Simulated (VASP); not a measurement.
# Si16HO32 (a cell with a defect) in VASP: single point with PBE

Aim: the single point of Si16HO32 (a cell with a defect) with PBE.

Program: VASP 6.6.1. These are calculated values, not measurements. Logs are shortened: lines on timing, memory, paths and dates and some standing lists are left out, and cuts for length are marked.

**1. The cell of the first run**

The cell holds a defect, 49 atoms: a = 10.103 Å, b = 10.103 Å, c = 10.103 Å, α = 90.72°, β = 119.58°, γ = 119.58°.

**2. Single point, PBE (with an interstitial atom, then relaxed in part)**

File INCAR:

```
SYSTEM = Si16HO32
ALGO = Normal
EDIFF = 1E-6
ENCUT = 520
GGA = PE
ISIF = 2
ISMEAR = 0
LASPH = .True.
LCHARG = .True.
LELF = .True.
LREAL = Auto
LVHAR = .True.
LWAVE = .False.
NBANDS = 158
NELECT = 256.0
NELM = 60
PREC = Accurate
SIGMA = 0.01
```

File KPOINTS:

```
Automatic mesh
0
Gamma
  2 2 2
  0.5 0.5 0.5
```

File POSCAR:

```
Si16HO32
1.0
    5.0832710797      5.0832710797     -7.0988988381
   -5.0832710797      5.0832710797      7.0988988381
    5.0832710797     -5.0832710797      7.0988988381
Si O H
16 32 1
Direct
    0.7147320886      0.6073660443      0.6073660443
    0.7035034216      0.1017517108      0.1017517108
    0.2053475962      0.1139428898      0.6045175957
    0.2053475962      0.5914047065      0.1008300005
    0.4722395640      0.4877012434      0.7577007118
    0.5063121216      0.9650775565      0.2784444799
    0.0081741275      0.9835390730      0.7795312598
   -0.0131794335      0.4752124776      0.2578110965
    0.4722395640      0.4845383205      0.2145388522
    0.5063121216      0.0412345651      0.7278676417
   -0.0131794335      0.0116080889      0.2290094700
    0.0081741275      0.5246350545      0.7286428677
    0.2812745774      0.6628087016      0.6267819009
    0.2812745774      0.1184658758      0.1544926765
    0.8049333024      0.1524666512      0.6524666512
    0.7673813339      0.6336906669      0.1336906669
    0.8247124840      0.5301520350      0.6314629114
    0.8327475456      0.0445645888      0.1141821871
    0.3631730855      0.0914792776      0.6290645411
    0.2965494232      0.4929799793      0.1086691320
    0.1687050024      0.5470930552      0.4433254880
    0.1425948348      0.0046785748      0.9658418086
    0.6808303073      0.0364778071      0.4667315883
    0.6404056623      0.5318245235      0.9397301659
    0.8247124840      0.7945604491      0.6932495726
    0.8327475456      0.2881829568      0.2185653585
    0.2965494232      0.3035694439      0.6878802911
    0.3631730855      0.7716938080      0.2341085445
    0.4197851183      0.3042552296      0.1700515439
    0.4047004880      0.8499042242      0.6440531753
    0.8979888125      0.8216610065      0.1584052181
    0.9397029014      0.3397355928      0.6713677055
    0.1687050024      0.1216119472      0.2253795144
    0.1425948348      0.6379162601      0.6767530263
    0.6404056623      0.6085811388      0.2006754964
    0.6808303073      0.1443525001      0.7140987190
    0.5387307287      0.5399204000      0.4096135415
    0.5729117859      0.0836646529      0.9145240440
    0.0484379844      0.0598297648      0.4137463847
    0.1068353663      0.5999646331      0.9198159836
    0.4197851183      0.6155298887      0.7497335745
    0.4047004880      0.0547962639      0.2606473127
    0.9397029014      0.0999673086      0.7683351959
    0.8979888125      0.5763278060      0.2395835944
    0.5387307287      0.4988103286      0.6291171871
    0.5729117859      0.9892471330      0.1583877419
    0.1068353663      1.0068707332      0.6870193828
    0.0484379844      0.4886082196      0.1346915997
    0.4564896857      0.4782448428      0.4782448428
```

Potentials or basis: VASP PAW PBE potentials, release 64 (Si, O, H).

The run is started by

```console
> cat potpaw_PBE.64/Si/POTCAR potpaw_PBE.64/O/POTCAR potpaw_PBE.64/H/POTCAR > POTCAR
> mpirun -np 1 vasp_std > vasp.out
```

OUTCAR:

```text
SYSTEM = Si16HO32
   EDIFF = 1E-6
   ENCUT = 520
   GGA = PE
   ISIF = 2
   ISMEAR = 0
   LASPH = .True.
   LREAL = Auto
   NELECT = 256.0
   NELM = 60
   PREC = Accurate

 ion  position               nearest neighbor table
   1  0.715  0.607  0.607-  17 1.58  25 1.58  45 1.70  37 1.70  49 1.86  12 3.14   7 3.14
   2  0.704  0.102  0.102-  26 1.62  18 1.62  46 1.63  38 1.63   8 3.11  11 3.11
   3  0.205  0.114  0.605-  19 1.62  39 1.62  47 1.62  27 1.64   5 3.10  11 3.12   7 3.13  10 3.13

   4  0.205  0.591  0.101-  28 1.62  48 1.62  40 1.62  20 1.64   9 3.10   8 3.12  12 3.13   6 3.13

   5  0.472  0.488  0.758-  27 1.61  41 1.61  24 1.62  45 1.72  13 3.08   3 3.10  16 3.14
   6  0.506  0.965  0.278-  46 1.62  23 1.63  42 1.63  28 1.63   4 3.13  14 3.14  15 3.14
   7  0.008  0.984  0.780-  43 1.61  22 1.62  47 1.62  25 1.65  14 3.11  15 3.11   3 3.13   1 3.14

   8  0.987  0.475  0.258-  26 1.62  44 1.62  48 1.62  21 1.63  13 3.11   2 3.11   4 3.12  16 3.14

   9  0.472  0.485  0.215-  20 1.61  29 1.61  35 1.62  37 1.72  14 3.08   4 3.10  16 3.14
  10  0.506  0.041  0.728-  38 1.62  36 1.63  30 1.63  19 1.63   3 3.13  13 3.14  15 3.14
  11  0.987  0.012  0.229-  18 1.62  31 1.62  39 1.62  33 1.63  14 3.11   2 3.11   3 3.12  16 3.14

  12  0.008  0.525  0.729-  32 1.61  34 1.62  40 1.62  17 1.65  13 3.11  15 3.11   4 3.13   1 3.14

  13  0.281  0.663  0.627-  30 1.61  34 1.62  21 1.63  41 1.64   5 3.08   8 3.11  12 3.11  10 3.14

  14  0.281  0.118  0.154-  42 1.61  22 1.62  33 1.63  29 1.64   9 3.08  11 3.11   7 3.11   6 3.14
[... 23 lines left out ...]
  35  0.640  0.609  0.201-   9 1.62  16 1.65
  36  0.681  0.144  0.714-  15 1.62  10 1.63
  37  0.539  0.540  0.410-  49 1.28   1 1.70   9 1.72
  38  0.573  0.084  0.915-  10 1.62   2 1.63
  39  0.048  0.060  0.414-   3 1.62  11 1.62
  40  0.107  0.600  0.920-  12 1.62   4 1.62
  41  0.420  0.616  0.750-   5 1.61  13 1.64
  42  0.405  0.055  0.261-  14 1.61   6 1.63
  43  0.940  0.100  0.768-   7 1.61  15 1.63
  44  0.898  0.576  0.240-  16 1.61   8 1.62
  45  0.539  0.499  0.629-  49 1.28   1 1.70   5 1.72
  46  0.573  0.989  0.158-   6 1.62   2 1.63
  47  0.107  0.007  0.687-   7 1.62   3 1.62
  48  0.048  0.489  0.135-   4 1.62   8 1.62
  49  0.456  0.478  0.478-  45 1.28  37 1.28   1 1.86

  LATTYP: Found a body centered tetragonal cell.
 ALAT       =    10.1665421594
 C/A-ratio  =     1.3965217921

  Lattice vectors:

 A1 = (   5.0832710797,  -5.0832710797,  -7.0988988381)
 A2 = (  -5.0832710797,   5.0832710797,  -7.0988988381)
 A3 = (   5.0832710797,   5.0832710797,   7.0988988381)

Analysis of symmetry for initial positions (statically):
=====================================================================
 Subroutine PRICEL returns:
 Original cell was already a primitive cell.

 Routine SETGRP: Setting up the symmetry group for a
 body centered tetragonal supercell.

 Subroutine GETGRP returns: Found  2 space group operations
 (whereof  1 operations were pure point group operations)
 out of a pool of 16 trial point group operations.

The static configuration has the point symmetry C_1 .
 The point group associated with its full space group is C_2 .

Analysis of symmetry for dynamics (positions and initial velocities):
=====================================================================
 Subroutine PRICEL returns:
 Original cell was already a primitive cell.

 Routine SETGRP: Setting up the symmetry group for a
 body centered tetragonal supercell.

 Subroutine GETGRP returns: Found  2 space group operations
 (whereof  1 operations were pure point group operations)
 out of a pool of 16 trial point group operations.

The dynamic configuration has the point symmetry C_1 .
 The point group associated with its full space group is C_2 .

 Subroutine INISYM returns: Found  2 space group operations
 (whereof  1 operations are pure point group operations),
 and found     1 'primitive' translations

----------------------------------------------------------------------------------------

                                     Primitive cell

  volume of cell :     733.7321

  direct lattice vectors                    reciprocal lattice vectors
     5.083271080  5.083271080 -7.098898838     0.098361860  0.098361860  0.000000000
    -5.083271080  5.083271080  7.098898838     0.000000000  0.098361860  0.070433459
     5.083271080 -5.083271080  7.098898838     0.098361860  0.000000000  0.070433459

  length of vectors
    10.103150719 10.103150719 10.103150719     0.139104677  0.120979038  0.120979038

  position of ions in fractional coordinates (direct lattice)
     0.714732089  0.607366044  0.607366044
     0.703503422  0.101751711  0.101751711
     0.205347596  0.113942890  0.604517596
     0.205347596  0.591404707  0.100830000
     0.472239564  0.487701243  0.757700712
     0.506312122  0.965077556  0.278444480
[... 41 lines left out ...]
     0.048437984  0.488608220  0.134691600
     0.456489686  0.478244843  0.478244843

  ion indices of the primitive-cell ions
   primitive index   ion index
                 1           1
                 2           2
                 3           3
                 4           4
                 5           5
                 6           6
[... 41 lines left out ...]
                48          48
                49          49

----------------------------------------------------------------------------------------

 KPOINTS: Automatic mesh

Automatic generation of k-mesh.
 Grid dimensions read from file:
 generate k-points for:    2    2    2

 Generating k-lattice:

  Cartesian coordinates                     Fractional coordinates (reciprocal lattice)
     0.049180930  0.049180930  0.000000000     0.500000000  0.000000000  0.000000000
     0.000000000  0.049180930  0.035216729     0.000000000  0.500000000  0.000000000
     0.049180930  0.000000000  0.035216729     0.000000000  0.000000000  0.500000000

  Length of vectors
     0.069552338  0.060489519  0.060489519

  Shift w.r.t. Gamma in fractional coordinates (k-lattice)
     0.500000000  0.500000000  0.500000000

 Subroutine IBZKPT returns following result:
 ===========================================

 Found      3 irreducible k-points:

 Following reciprocal coordinates:
            Coordinates               Weight
  0.250000  0.250000  0.250000      2.000000
 -0.250000  0.250000  0.250000      2.000000
  0.250000 -0.250000  0.250000      4.000000
   k-points           NKPTS =      3   k-points in BZ     NKDIM =      3   number of bands    NBANDS=    158
   number of dos      NEDOS =    301   number of ions     NIONS =     49
   total plane-waves  NPLWV = 512000
   dimension x,y,z NGX =    80 NGY =   80 NGZ =   80
   dimension x,y,z NGXF=   160 NGYF=  160 NGZF=  160
   ions per type =              16  32   1
   NGX,Y,Z   is equivalent  to a cutoff of  13.16, 13.16, 13.16 a.u.
   NGXF,Y,Z  is equivalent  to a cutoff of  26.33, 26.33, 26.33 a.u.
 SYSTEM =  Si16HO32
   PREC   = accura    normal or accurate (medium, high low for compatibility)
   ISTART =      0    job   : 0-new  1-cont  2-samecut
   ICHARG =      2    charge: 1-file 2-atom 10-const
   ISPIN  =      1    spin polarized calculation?
   LNONCOLLINEAR =      F non collinear calculations
   LSORBIT =      F    spin-orbit coupling
   LASPH  =      T    aspherical Exc in radial PAW
   ENCUT  =  520.0 eV  38.22 Ry    6.18 a.u.  18.79 18.79 18.79*2*pi/ulx,y,z
   NELM   =     60;   NELMIN=  2; NELMDL= -5     # of ELM steps
   EDIFF  = 0.1E-05   stopping-criterion for ELM
   LREAL  =      T    real-space projection
   EDIFFG = 0.1E-04   stopping-criterion for IOM
   NSW    =      0    number of steps for IOM
[... 5 lines left out ...]
   TEBEG  =    0.0;   TEEND  =   0.0 temperature during run
   PSTRESS=    0.0 pullay stress
   NELECT =     256.0000    total number of electrons
   NUPDOWN=      -1.0000    fix difference up-down
   EMIN   =  10.00;   EMAX   =-10.00  energy-range for DOS
   EFERMI =   0.00;   METHOD = LEGACY
   ISMEAR =     0;   SIGMA  =   0.01  broadening in eV -4-tet -1-fermi 0-gaus
   EFERMI_NEDOS =   21; number of points for ismear=-14 and -15
   IALGO  =     38    algorithm
   IMIX   =      4    mixing-type and parameters
     AMIX     =   0.40;   BMIX     =  1.00
     AMIX_MAG =   1.60;   BMIX_MAG =  1.00
  volume/ion in A,a.u.               =      14.97       101.05
  Fermi-wavevector in a.u.,A,eV,Ry     =   1.152504  2.177916 18.072138  1.328265
  Thomas-Fermi vector in A             =   2.289154
   LORBIT       =      0    0 simple, 1 ext, 2 COOP (PROOUT), +10 PAW based schemes
   GGA     = PE    functional components
   LHFCALC =     F    Hartree Fock is set to
   AEXX    =    0.0000 exact exchange contribution
   IVDW    =     0    specifies the selected vdW correction
   LEPSILON=     F    determine dielectric tensor
   LRPA    =     F    only Hartree local field effects (RPA)
 non-spin polarized calculation
 Gauss-broadening in eV      SIGMA  =   0.01
  energy-cutoff  :      520.00
  volume of cell :      733.73
 maximum number of plane-waves:     19757
 NGX is ok and might be reduce to    80
   NGX = 37   NGY = 37   NGZ = 37

 number of electron     256.0000005 magnetization

 Free energy of the ion-electron system (eV)
  ---------------------------------------------------
  ext. energy  EPLUGINS =         0.00000000
  ---------------------------------------------------
  free energy    TOTEN  =      -383.72164211 eV

  energy without entropy =     -383.72164211  energy(sigma->0) =     -383.72164211

 E-fermi :  -0.1804     XC(G=0):  -8.0977

 val. band max:       -0.2479647506   @ k =  -0.2500   0.2500   0.2500
 cond. band min:       5.2964390700   @ k =  -0.2500   0.2500   0.2500
 fundamental gap:      5.5444038206
 Fermi energy:        -0.1804437188

 k-point     1 :       0.2500    0.2500    0.2500
  band No.  band energies     occupation
      1     -20.7328      2.00000
      2     -19.4515      2.00000
      3     -19.3401      2.00000
      4     -19.2058      2.00000
      5     -19.0894      2.00000
      6     -19.0796      2.00000
[... 418 lines left out ...]
    139       8.4260      0.00000
    140       8.5320      0.00000
 [bands above 140 left out]

------------------------ aborting loop because EDIFF is reached ----------------------------------------

  FORCE on cell =-STRESS in cart. coord.  units (eV):
  Direction    XX          YY          ZZ          XY          YZ          ZX
  --------------------------------------------------------------------------------------
  -------------------------------------------------------------------------------------
  Total       -5.9349302     -5.9349302     -6.3697964      2.1045251      2.9251479     -2.9251478
  in kB      -12.9595129    -12.9595129    -13.9090867      4.5954408      6.3873526     -6.3873525
  external PRESSURE =     -13.2760375 kB  Pullay stress =       0.0000000 kB

 VOLUME and BASIS-vectors are now :
 -----------------------------------------------------------------------------
  energy-cutoff  :      520.00
  volume of cell :      733.73
      direct lattice vectors                 reciprocal lattice vectors
     5.083271080  5.083271080 -7.098898838     0.098361860  0.098361860  0.000000000
    -5.083271080  5.083271080  7.098898838     0.000000000  0.098361860  0.070433459
     5.083271080 -5.083271080  7.098898838     0.098361860  0.000000000  0.070433459

 POSITION                                       TOTAL-FORCE (eV/Angst)
 -----------------------------------------------------------------------------------
      3.63318      3.63318      3.54945        -0.006057     -0.006057      0.000000
      3.57610      3.57610     -3.54945        -0.021548     -0.021548     -0.000000
      3.53756     -1.44989      3.64254        -0.005769     -0.023279      0.005941
     -1.44989      3.53756      3.45636        -0.023279     -0.005769     -0.005941
      3.77300      1.02804      5.48860         0.001660      0.013011     -0.032207
     -0.91662      6.06406      5.23338         0.023669     -0.022698      0.003850
[... 41 lines left out ...]
     -1.55283      2.04528      4.08089        -0.000735      0.000151      0.006640
      2.32046      2.32046      3.54945        -0.010856     -0.010856      0.000000
 -----------------------------------------------------------------------------------
    total drift:                               -0.005284     -0.005285     -0.000028

  FREE ENERGIE OF THE ION-ELECTRON SYSTEM (eV)
  ---------------------------------------------------
  free  energy   TOTEN  =      -383.7216421132 eV

  energy  without entropy=     -383.7216421132  energy(sigma->0) =     -383.72164211
```

It took 14 min on 1 thread of Intel Xeon Platinum 8488C (Sapphire Rapids), shared host; peak memory 1 GiB.

What came out:

```yaml
Free_energy: -383.7216 eV
Largest_force: 0.038 eV/Å
```

Forces on the atoms (eV/Å):
```
Si  -0.006 -0.006  0.000
Si  -0.022 -0.022  0.000
Si  -0.006 -0.023  0.006
Si  -0.023 -0.006 -0.006
Si   0.002  0.013 -0.032
Si   0.024 -0.023  0.004
Si   0.007 -0.030 -0.010
Si   0.020 -0.014  0.011
Si   0.013  0.002  0.032
Si  -0.023  0.024 -0.004
Si  -0.014  0.020 -0.011
Si  -0.030  0.007  0.010
Si   0.006  0.020  0.005
Si   0.020  0.006 -0.005
Si   0.022  0.022  0.000
Si   0.005  0.005  0.000
O    0.033  0.009 -0.016
O    0.004 -0.001  0.005
O    0.007  0.000  0.004
O   -0.005  0.002  0.009
O   -0.002  0.003 -0.002
O    0.003 -0.004  0.010
O   -0.007 -0.001  0.001
O    0.011  0.001  0.011
O    0.009  0.033  0.016
O   -0.001  0.004 -0.005
O    0.002 -0.005 -0.009
O    0.000  0.007 -0.004
O    0.006 -0.019 -0.008
O    0.003  0.003  0.010
O    0.000  0.006  0.016
O    0.000 -0.010  0.003
O    0.003 -0.002  0.002
O   -0.004  0.003 -0.010
O    0.001  0.011 -0.011
O   -0.001 -0.007 -0.001
O   -0.012 -0.019 -0.020
O    0.004  0.003 -0.004
O    0.000 -0.001 -0.007
O    0.006 -0.006  0.000
O   -0.019  0.006  0.008
O    0.003  0.003 -0.010
O   -0.010  0.000 -0.003
O    0.006  0.000 -0.016
O   -0.019 -0.012  0.020
O    0.003  0.004  0.004
O   -0.006  0.006  0.000
O   -0.001  0.000  0.007
H   -0.011 -0.011  0.000
```

Caveat: the cell carries a net charge on a neutralising background, which shifts energy and pressure; the cell differs from its parent crystal (with an interstitial atom, then relaxed in part); the cell is charged against a uniform background, so pressure and absolute levels hang on convention.
